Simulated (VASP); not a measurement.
# Ru (P6_3/mmc) in VASP: notebook, part 2 of 2

VASP 6.6.1.

## Step 4: Single point, r2SCAN

This run uses another cell than the first one, of 12.90 Å³/atom, 0.913 times its volume.

POSCAR reads:

```
Ru
1.0
    2.6599301216      0.0000000000      0.0000000000
   -1.3299650608      2.3035675122      0.0000000000
    0.0000000000      0.0000000000      4.2093114007
Ru
2
Direct
    0.3333333333      0.6666666667      0.2500000000
    0.6666666667      0.3333333333      0.7500000000
```

INCAR.step1 reads:

```
PREC = Accurate
ENCUT = 660
ISMEAR = -1
SIGMA = 0.1
LREAL = False
LASPH = True
NELM = 120
NBANDS = 23
GGA = PE
ALGO = Normal
EDIFF = 1E-5
LWAVE = True
LCHARG = False
GGA_COMPAT = False
```

INCAR.step2 reads:

```
PREC = Accurate
ENCUT = 660
EDIFF = 1E-6
ISMEAR = -1
SIGMA = 0.1
LREAL = False
LASPH = True
NELM = 120
ALGO = Normal
ISIF = 2
LWAVE = False
LCHARG = False
METAGGA = R2SCAN
LMIXTAU = True
NBANDS = 23
ISTART = 1
GGA_COMPAT = False
```

KPOINTS reads:

```
Automatic mesh
0
Gamma
  12 12 7
```

Potentials or basis: VASP PAW PBE potentials, release 64 (Ru_sv).

On the command line:

```bash
$ cat potpaw_PBE.64/Ru_sv/POTCAR > POTCAR
$ cp INCAR.step1 INCAR
$ mpirun -np 1 vasp_std > vasp.out
$ cp INCAR.step2 INCAR
$ mpirun -np 1 vasp_std > vasp.out
```

OUTCAR:

```text
PREC = Accurate
   ENCUT = 660
   EDIFF = 1E-6
   ISMEAR = -1
   LREAL = False
   LASPH = True
   NELM = 120
   ISIF = 2
   METAGGA = R2SCAN
   ISTART = 1

 ion  position               nearest neighbor table
   1  0.333  0.667  0.250-   2 2.61   2 2.61   2 2.61   2 2.61   2 2.61   2 2.61
   2  0.667  0.333  0.750-   1 2.61   1 2.61   1 2.61   1 2.61   1 2.61   1 2.61

  LATTYP: Found a hexagonal cell.
 ALAT       =     2.6599301216
 C/A-ratio  =     1.5824894671

  Lattice vectors:

 A1 = (   2.6599301216,   0.0000000000,   0.0000000000)
 A2 = (  -1.3299650608,   2.3035675122,   0.0000000000)
 A3 = (   0.0000000000,   0.0000000000,   4.2093114007)

Analysis of symmetry for initial positions (statically):
=====================================================================
 Subroutine PRICEL returns:
 Original cell was already a primitive cell.

 Routine SETGRP: Setting up the symmetry group for a
 hexagonal supercell.

 Subroutine GETGRP returns: Found 24 space group operations
[... 154 lines left out ...]
 NGX is ok and might be reduce to    24
   NGX = 11   NGY = 11   NGZ = 17

 number of electron      32.0000005 magnetization

 Free energy of the ion-electron system (eV)
  ---------------------------------------------------
  ext. energy  EPLUGINS =         0.00000000
  ---------------------------------------------------
  free energy    TOTEN  =       -50.91100858 eV

  energy without entropy =      -50.86680783  energy(sigma->0) =      -50.88890821

 E-fermi :  16.1498     XC(G=0): -15.9133

 val. band max:       16.1480215052   @ k =   0.3333   0.1667   0.2857
 cond. band min:      16.1850348857   @ k =   0.3333   0.0833   0.2857
 fundamental gap:      0.0370133805
 Fermi energy:        16.1498137722

 k-point     1 :       0.0000    0.0000    0.0000
  band No.  band energies     occupation
      1     -59.3339      2.00000
      2     -59.0559      2.00000
      3     -29.1765      2.00000
      4     -27.9994      2.00000
      5     -27.9994      2.00000
      6     -27.7864      2.00000
[... 613 lines left out ...]
     22      29.3166      0.00000
     23      32.6141      0.00000

 [... further k-points ...]
[... 5 lines left out ...]
  --------------------------------------------------------------------------------------
  -------------------------------------------------------------------------------------
  Total        2.7509832      2.7509842      2.8347056     -0.0000000      0.0000000      0.0000000
  in kB      170.8898567    170.8899242    176.0906604     -0.0000000      0.0000000      0.0000000
  external PRESSURE =     172.6234804 kB  Pullay stress =       0.0000000 kB

 VOLUME and BASIS-vectors are now :
 -----------------------------------------------------------------------------
  energy-cutoff  :      660.00
  volume of cell :       25.79
      direct lattice vectors                 reciprocal lattice vectors
     2.659930122  0.000000000  0.000000000     0.375949726  0.217054633  0.000000000
    -1.329965061  2.303567512  0.000000000     0.000000000  0.434109265  0.000000000
     0.000000000  0.000000000  4.209311401     0.000000000  0.000000000  0.237568549

 POSITION                                       TOTAL-FORCE (eV/Angst)
 -----------------------------------------------------------------------------------
     -0.00000      1.53571      1.05233         0.000000     -0.000000      0.000000
      1.32997      0.76786      3.15698        -0.000000      0.000000      0.000000
 -----------------------------------------------------------------------------------
    total drift:                               -0.000000      0.000000     -0.000000

  FREE ENERGIE OF THE ION-ELECTRON SYSTEM (eV)
  ---------------------------------------------------
  free  energy   TOTEN  =       -50.9110085842 eV

  energy  without entropy=      -50.8668078267  energy(sigma->0) =      -50.88890821
```

Run time: 60 s. Hardware: 1 thread of Intel Xeon 6975P-C (Granite Rapids), shared host; peak memory 0.19 GiB.

What came out:

| Property | Result |
| --- | --- |
| Free energy | -50.9110 eV |
| Pressure | 17.3 GPa |
| Band gap on the k mesh | zero (band 16 reaches 17.74 eV, above the bottom of band 17 at 14.38 eV) |

Stress tensor (GPa, compression positive):
```
17.09  0.00  0.00
 0.00 17.09  0.00
 0.00  0.00 17.61
```

Levels at points of the mesh, in eV from the Fermi level:
```csv
k point,band 14,band 15,band 16,band 17,band 18,band 19
"(0.00, 0.00, 0.00)",-2.18,-2.18,-1.60,-1.60,1.30,1.30
"(0.50, 0.00, 0.00)",-1.98,-1.71,1.59,2.06,2.14,4.51
```

Caveat: the PAW data sets were made with another functional, which shifts forces and pressure a little.

## Step 5: Summary

```tsv
potentials or basis	cell	cutoff (eV)	second run	gap on the mesh (eV)	pressure (GPa)
VASP PAW PBE potentials, release 64 (Ru_pv)	a = 2.741, b = 2.741, c = 4.338 Å, angles 90.0, 90.0, 120.0°, 2 atoms	520	-	none	-12.5
VASP PAW PBE potentials, release 64 (Ru_pv)	a = 2.768, b = 2.768, c = 4.380 Å, angles 90.0, 90.0, 120.0°, 2 atoms	520	-	none	-19.8
VASP PAW PBE potentials, release 64 (Ru_sv)	a = 2.660, b = 2.660, c = 4.209 Å, angles 90.0, 90.0, 120.0°, 2 atoms	660	valence_matched	none	17.3
```

Alike in all rows: task single point; level r2SCAN; no spin polarisation; k mesh 12 × 12 × 7; smearing fermi-dirac 0.1 eV.

Caveats: the PAW data sets were made with another functional, which shifts forces and pressure a little.

Total energies depend on the potentials used, so only differences within one code and one set of settings carry meaning.
